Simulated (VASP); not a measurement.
# LiCl (P6_3/mmc) in VASP: a series of runs, part 2 of 2

VASP 6.6.1. The steps go on from the part before.

**4. Single point, PBE**

This run uses another cell than the first one, of 20.07 Å³/atom.

INCAR

```
SYSTEM = LiCl
PREC     = Accurate       ! precision mode
ENCUT    = 520            ! plane-wave cutoff, eV
EDIFF    = 1E-6           ! SCF threshold, eV
ISMEAR   = 0              ! smearing method
SIGMA    = 0.01           ! smearing width, eV
LREAL    = .False.        ! projectors in reciprocal space
LASPH    = .True.         ! aspherical terms in the spheres
NELM     = 100            ! most SCF steps
ALGO     = Normal         ! electronic algorithm
ISIF     = 2              ! what is computed and relaxed
LWAVE    = .False.        ! write WAVECAR
LCHARG   = .False.        ! write CHGCAR
GGA      = PE             ! functional
NBANDS   = 18             ! bands
```

KPOINTS

```
regular mesh
0
Gamma
  6 6 4
  0 0 0
```

POSCAR

```
LiCl
1.0
    4.1875917182      0.0000000000      0.0000000000
   -2.0937958591      3.6265608087      0.0000000000
    0.0000000000      0.0000000000      5.2870383184
Li Cl
2 2
Direct
    0.3333333333      0.6666666667      0.2500000000
    0.6666666667      0.3333333333      0.7500000000
    0.6666666667      0.3333333333      0.2500000000
    0.3333333333      0.6666666667      0.7500000000
```

Potentials or basis: VASP PAW PBE potentials, release 64 (Li_sv, Cl).

The run is started by

```sh
$ cat potpaw_PBE.64/Li_sv/POTCAR potpaw_PBE.64/Cl/POTCAR > POTCAR
$ mpirun -np 1 vasp_std > vasp.out
```

OUTCAR:

```text
SYSTEM = LiCl
   PREC = Accurate
   ENCUT = 520
   EDIFF = 1E-6
   ISMEAR = 0
   LREAL = .False.
   LASPH = .True.
   NELM = 100
   ISIF = 2
   GGA = PE

 ion  position               nearest neighbor table
   1  0.333  0.667  0.250-   3 2.42   3 2.42   3 2.42
   2  0.667  0.333  0.750-   4 2.42   4 2.42   4 2.42
   3  0.667  0.333  0.250-   1 2.42   1 2.42   1 2.42
   4  0.333  0.667  0.750-   2 2.42   2 2.42   2 2.42

  LATTYP: Found a hexagonal cell.
 ALAT       =     4.1875917182
 C/A-ratio  =     1.2625486614

  Lattice vectors:

 A1 = (   4.1875917182,   0.0000000000,   0.0000000000)
 A2 = (  -2.0937958591,   3.6265608087,   0.0000000000)
 A3 = (   0.0000000000,   0.0000000000,   5.2870383184)

Analysis of symmetry for initial positions (statically):
=====================================================================
 Subroutine PRICEL returns:
 Original cell was already a primitive cell.

 Routine SETGRP: Setting up the symmetry group for a
 hexagonal supercell.

 Subroutine GETGRP returns: Found 24 space group operations
 (whereof 12 operations were pure point group operations)
 out of a pool of 24 trial point group operations.

The static configuration has the point symmetry D_3d.
 The point group associated with its full space group is D_6h.

Analysis of symmetry for dynamics (positions and initial velocities):
=====================================================================
 Subroutine PRICEL returns:
 Original cell was already a primitive cell.

 Routine SETGRP: Setting up the symmetry group for a
 hexagonal supercell.

 Subroutine GETGRP returns: Found 24 space group operations
 (whereof 12 operations were pure point group operations)
 out of a pool of 24 trial point group operations.

The dynamic configuration has the point symmetry D_3d.
 The point group associated with its full space group is D_6h.

 Subroutine INISYM returns: Found 24 space group operations
 (whereof 12 operations are pure point group operations),
 and found     1 'primitive' translations

----------------------------------------------------------------------------------------

                                     Primitive cell

  volume of cell :      80.2919

  direct lattice vectors                    reciprocal lattice vectors
     4.187591718  0.000000000  0.000000000     0.238800740  0.137871671  0.000000000
    -2.093795859  3.626560809  0.000000000     0.000000000  0.275743343  0.000000000
     0.000000000  0.000000000  5.287038318     0.000000000  0.000000000  0.189141811

  length of vectors
     4.187591718  4.187591718  5.287038318     0.275743343  0.275743343  0.189141811

  position of ions in fractional coordinates (direct lattice)
     0.333333333  0.666666667  0.250000000
     0.666666667  0.333333333  0.750000000
     0.666666667  0.333333333  0.250000000
     0.333333333  0.666666667  0.750000000

  ion indices of the primitive-cell ions
   primitive index   ion index
                 1           1
                 2           2
                 3           3
                 4           4

----------------------------------------------------------------------------------------

 KPOINTS: regular mesh

Automatic generation of k-mesh.
 Grid dimensions read from file:
 generate k-points for:    6    6    4

 Generating k-lattice:

  Cartesian coordinates                     Fractional coordinates (reciprocal lattice)
     0.039800123  0.022978612  0.000000000     0.166666667  0.000000000  0.000000000
     0.000000000  0.045957224  0.000000000     0.000000000  0.166666667  0.000000000
     0.000000000  0.000000000  0.047285453     0.000000000  0.000000000  0.250000000

  Length of vectors
     0.045957224  0.045957224  0.047285453

  Shift w.r.t. Gamma in fractional coordinates (k-lattice)
     0.000000000  0.000000000  0.000000000

 Subroutine IBZKPT returns following result:
 ===========================================

 Found     21 irreducible k-points:

 Following reciprocal coordinates:
            Coordinates               Weight
  0.000000  0.000000  0.000000      1.000000
  0.166667  0.000000  0.000000      6.000000
  0.333333 -0.000000  0.000000      6.000000
  0.500000  0.000000  0.000000      3.000000
  0.166667  0.166667  0.000000      6.000000
  0.333333  0.166667  0.000000     12.000000
[... 13 lines left out ...]
  0.333333  0.166667  0.500000     12.000000
  0.333333  0.333333  0.500000      2.000000
   k-points           NKPTS =     21   k-points in BZ     NKDIM =     21   number of bands    NBANDS=     18
   number of dos      NEDOS =    301   number of ions     NIONS =      4
   total plane-waves  NPLWV =  40960
   dimension x,y,z NGX =    32 NGY =   32 NGZ =   40
   dimension x,y,z NGXF=    64 NGYF=   64 NGZF=   80
   ions per type =               2   2
   NGX,Y,Z   is equivalent  to a cutoff of  12.70, 12.70, 12.58 a.u.
   NGXF,Y,Z  is equivalent  to a cutoff of  25.41, 25.41, 25.16 a.u.
 SYSTEM =  LiCl
   PREC   = accura    normal or accurate (medium, high low for compatibility)
   ISTART =      0    job   : 0-new  1-cont  2-samecut
   ICHARG =      2    charge: 1-file 2-atom 10-const
   ISPIN  =      1    spin polarized calculation?
   LNONCOLLINEAR =      F non collinear calculations
   LSORBIT =      F    spin-orbit coupling
   LASPH  =      T    aspherical Exc in radial PAW
   ENCUT  =  520.0 eV  38.22 Ry    6.18 a.u.   7.79  7.79  9.83*2*pi/ulx,y,z
   NELM   =    100;   NELMIN=  2; NELMDL= -5     # of ELM steps
   EDIFF  = 0.1E-05   stopping-criterion for ELM
   LREAL  =      F    real-space projection
   EDIFFG = 0.1E-04   stopping-criterion for IOM
   NSW    =      0    number of steps for IOM
   IBRION =     -1    ionic relax: 0-MD 1-quasi-New 2-CG
   NFREE  =      0    steps in history (QN), initial steepest desc. (CG)
   ISIF   =      2    stress and relaxation
   ISYM   =      2    0-nonsym 1-usesym 2-fastsym
   POTIM  = 0.5000    time-step for ionic-motion
   TEBEG  =    0.0;   TEEND  =   0.0 temperature during run
   PSTRESS=    0.0 pullay stress
   NELECT =      20.0000    total number of electrons
   NUPDOWN=      -1.0000    fix difference up-down
   EMIN   =  10.00;   EMAX   =-10.00  energy-range for DOS
   EFERMI =   0.00;   METHOD = LEGACY
   ISMEAR =     0;   SIGMA  =   0.01  broadening in eV -4-tet -1-fermi 0-gaus
   EFERMI_NEDOS =   21; number of points for ismear=-14 and -15
   IALGO  =     38    algorithm
   IMIX   =      4    mixing-type and parameters
     AMIX     =   0.40;   BMIX     =  1.00
     AMIX_MAG =   1.60;   BMIX_MAG =  1.00
  volume/ion in A,a.u.               =      20.07       135.46
  Fermi-wavevector in a.u.,A,eV,Ry     =   1.030056  1.946524 14.435995  1.061016
  Thomas-Fermi vector in A             =   2.164135
   LORBIT       =      0    0 simple, 1 ext, 2 COOP (PROOUT), +10 PAW based schemes
   GGA     = PE    functional components
   LHFCALC =     F    Hartree Fock is set to
   AEXX    =    0.0000 exact exchange contribution
   IVDW    =     0    specifies the selected vdW correction
   LEPSILON=     F    determine dielectric tensor
   LRPA    =     F    only Hartree local field effects (RPA)
 non-spin polarized calculation
 Gauss-broadening in eV      SIGMA  =   0.01
  energy-cutoff  :      520.00
  volume of cell :       80.29
 maximum number of plane-waves:      2197
 NGX is ok and might be reduce to    32
   NGX = 15   NGY = 15   NGZ = 19

 number of electron      19.9999984 magnetization

 Free energy of the ion-electron system (eV)
  ---------------------------------------------------
  ext. energy  EPLUGINS =         0.00000000
  ---------------------------------------------------
  free energy    TOTEN  =       -14.78868401 eV

  energy without entropy =      -14.78868401  energy(sigma->0) =      -14.78868401

 E-fermi :  -0.4376     XC(G=0):  -7.8100

 val. band max:       -0.4908285415   @ k =   0.0000   0.0000   0.0000
 cond. band min:       5.0933335257   @ k =   0.0000   0.0000   0.0000
 fundamental gap:      5.5841620672
 Fermi energy:        -0.4376484898

 k-point     1 :       0.0000    0.0000    0.0000
  band No.  band energies     occupation
      1     -44.0535      2.00000
      2     -44.0503      2.00000
      3     -13.7754      2.00000
      4     -13.0901      2.00000
      5      -3.1888      2.00000
      6      -1.8216      2.00000
[... 418 lines left out ...]
      5      -2.7503      2.00000
      6      -2.7503      2.00000
[... 10 lines left out ...]
     17      11.1569      0.00000
     18      11.1572      0.00000

------------------------ aborting loop because EDIFF is reached ----------------------------------------

  FORCE on cell =-STRESS in cart. coord.  units (eV):
  Direction    XX          YY          ZZ          XY          YZ          ZX
  --------------------------------------------------------------------------------------
  -------------------------------------------------------------------------------------
  Total       -0.0426018     -0.0426018     -0.0452037      0.0000000      0.0000000      0.0000000
  in kB       -0.8500929     -0.8500929     -0.9020121      0.0000000      0.0000000      0.0000000
  external PRESSURE =      -0.8673993 kB  Pullay stress =       0.0000000 kB

 VOLUME and BASIS-vectors are now :
 -----------------------------------------------------------------------------
  energy-cutoff  :      520.00
  volume of cell :       80.29
      direct lattice vectors                 reciprocal lattice vectors
     4.187591718  0.000000000  0.000000000     0.238800740  0.137871671  0.000000000
    -2.093795859  3.626560809  0.000000000     0.000000000  0.275743343  0.000000000
     0.000000000  0.000000000  5.287038318     0.000000000  0.000000000  0.189141811

 POSITION                                       TOTAL-FORCE (eV/Angst)
 -----------------------------------------------------------------------------------
     -0.00000      2.41771      1.32176         0.000000     -0.000000      0.000000
      2.09380      1.20885      3.96528        -0.000000      0.000000      0.000000
      2.09380      1.20885      1.32176        -0.000000      0.000000      0.000000
     -0.00000      2.41771      3.96528        -0.000000     -0.000000      0.000000
 -----------------------------------------------------------------------------------
    total drift:                               -0.000000     -0.000000     -0.000000

  FREE ENERGIE OF THE ION-ELECTRON SYSTEM (eV)
  ---------------------------------------------------
  free  energy   TOTEN  =       -14.7886840134 eV

  energy  without entropy=      -14.7886840134  energy(sigma->0) =      -14.78868401
```

Wall time 29 s (1 thread of Intel Xeon 8259CL, shared host); peak memory 0.19 GiB.

What came out:

| Item | Value |
| --- | --- |
| Free energy | -14.7887 eV |
| Band gap on the k mesh | 5.58 eV |

Caveat: the cutoff is under 1.25 times the usual one of these potentials, so pressure, stress and relaxed cells hold a basis-set (Pulay) error.

**5. Single point, PBE (20.68 Å³/atom)**

This run uses another cell than the first one, of 20.68 Å³/atom.

INCAR

```
ALGO = Normal
EDIFF = 1E-6
ENCUT = 520
GGA = PE
ISIF = 2
ISMEAR = 0
LASPH = True
LCHARG = False
LREAL = False
LWAVE = False
NBANDS = 18
NELM = 100
PREC = Accurate
SIGMA = 0.01
```

KPOINTS

```
k-points
0
Gamma
  6 6 4
```

POSCAR

```
LiCl
1.0
    4.2290557190      0.0000000000      0.0000000000
   -2.1145278595      3.6624696866      0.0000000000
    0.0000000000      0.0000000000      5.3393886370
Li Cl
2 2
Direct
    0.3333333333      0.6666666667      0.2500000000
    0.6666666667      0.3333333333      0.7500000000
    0.6666666667      0.3333333333      0.2500000000
    0.3333333333      0.6666666667      0.7500000000
```

The run is started by

```sh
$ cat potpaw_PBE.64/Li_sv/POTCAR potpaw_PBE.64/Cl/POTCAR > POTCAR
$ mpirun -np 1 vasp_std > vasp.out
```

It took 49 s on 1 thread of Intel Xeon 8259CL, shared host; peak memory 0.19 GiB.

It converged, with:

- Free energy: -14.7832 eV
- Band gap on the k mesh: 5.49 eV

Levels at points of the mesh, in eV from the valence-band top:
```csv
k point,band 6,band 7,band 8,band 9,band 10,band 11,band 12,band 13,band 14,band 15
"(0.00, 0.00, 0.00)",-1.27,-1.27,-0.56,-0.56,0.00,5.49,7.91,8.79,8.79,10.05
"(0.50, 0.00, 0.00)",-1.74,-1.71,-1.33,-0.90,-0.62,7.28,8.25,8.84,10.03,10.39
"(0.00, 0.00, 0.50)",-1.37,-0.92,-0.92,-0.92,-0.92,7.40,7.40,8.81,8.81,8.81
"(0.50, 0.00, 0.50)",-2.32,-1.23,-1.23,-0.46,-0.46,7.16,7.16,9.19,9.19,11.24
```

Caveat: the cutoff is under 1.25 times the usual one of these potentials, so pressure, stress and relaxed cells hold a basis-set (Pulay) error.

**6. Single point, PBE (21.28 Å³/atom)**

This run uses another cell than the first one, of 21.28 Å³/atom.

INCAR

```
PREC     = Accurate       # precision mode
ENCUT    = 520            # plane-wave cutoff, eV
EDIFF    = 1E-6           # SCF threshold, eV
ISMEAR   = 0              # smearing method
SIGMA    = 0.01           # smearing width, eV
LREAL    = F              # projectors in reciprocal space
LASPH    = T              # aspherical terms in the spheres
NELM     = 80             # most SCF steps
ALGO     = Normal         # electronic algorithm
ISIF     = 2              # what is computed and relaxed
LWAVE    = F              # write WAVECAR
LCHARG   = T              # write CHGCAR
GGA      = PE             # functional
LELF     = T              # ELF
LVHAR    = T            
NBANDS   = 18             # bands
```

KPOINTS

```
regular mesh
0
Gamma
  6 6 4
```

POSCAR

```
LiCl
1.0
    4.2697222110      0.0000000000      0.0000000000
   -2.1348611055      3.6976879018      0.0000000000
    0.0000000000      0.0000000000      5.3907320621
Li Cl
2 2
Direct
    0.3333333333      0.6666666667      0.2500000000
    0.6666666667      0.3333333333      0.7500000000
    0.6666666667      0.3333333333      0.2500000000
    0.3333333333      0.6666666667      0.7500000000
```

Potentials or basis: VASP PAW PBE potentials, release 64 (Li_sv, Cl).

The run is started by

```sh
$ cat potpaw_PBE.64/Li_sv/POTCAR potpaw_PBE.64/Cl/POTCAR > POTCAR
$ mpirun -np 1 vasp_std > vasp.out
```

Run time: 29 s. Hardware: 1 thread of Intel Xeon 8259CL, shared host; peak memory 0.19 GiB.

The run converged. Its results:

```
Free energy            : -14.7677 eV
Band gap on the k mesh : 5.41 eV
```

Levels at points of the mesh, in eV from the valence-band top:
```tsv
k point	band 6	band 7	band 8	band 9	band 10	band 11	band 12	band 13	band 14	band 15
(0.00, 0.00, 0.00)	-1.22	-1.22	-0.54	-0.54	0.00	5.41	7.84	8.78	8.78	9.99
(0.50, 0.00, 0.00)	-1.67	-1.63	-1.28	-0.85	-0.59	7.27	8.13	8.82	9.87	10.39
(0.00, 0.00, 0.50)	-1.31	-0.89	-0.89	-0.89	-0.89	7.29	7.29	8.80	8.80	8.80
(0.50, 0.00, 0.50)	-2.23	-1.17	-1.17	-0.44	-0.44	7.13	7.13	9.16	9.16	11.15
```

Caveat: the cutoff is under 1.25 times the usual one of these potentials, so pressure, stress and relaxed cells hold a basis-set (Pulay) error.

**7. Overview**

| cell | gap on the mesh (eV) |
| --- | --- |
| a = 4.102, b = 4.102, c = 5.179 Å, angles 90.0, 90.0, 120.0°, 4 atoms | 5.78 |
| a = 4.145, b = 4.145, c = 5.234 Å, angles 90.0, 90.0, 120.0°, 4 atoms | 5.68 |
| a = 4.188, b = 4.188, c = 5.287 Å, angles 90.0, 90.0, 120.0°, 4 atoms | 5.58 |
| a = 4.229, b = 4.229, c = 5.339 Å, angles 90.0, 90.0, 120.0°, 4 atoms | 5.49 |
| a = 4.270, b = 4.270, c = 5.391 Å, angles 90.0, 90.0, 120.0°, 4 atoms | 5.41 |

Alike in all rows: task single point; level PBE; potentials or basis VASP PAW PBE potentials, release 64 (Li_sv, Cl); no spin polarisation; k mesh 6 × 6 × 4; cutoff (eV) 520; smearing gaussian 0.01 eV.

Caveats: the cutoff is under 1.25 times the usual one of these potentials, so pressure, stress and relaxed cells hold a basis-set (Pulay) error.

Absolute energies hang on the potentials; compare differences alone.
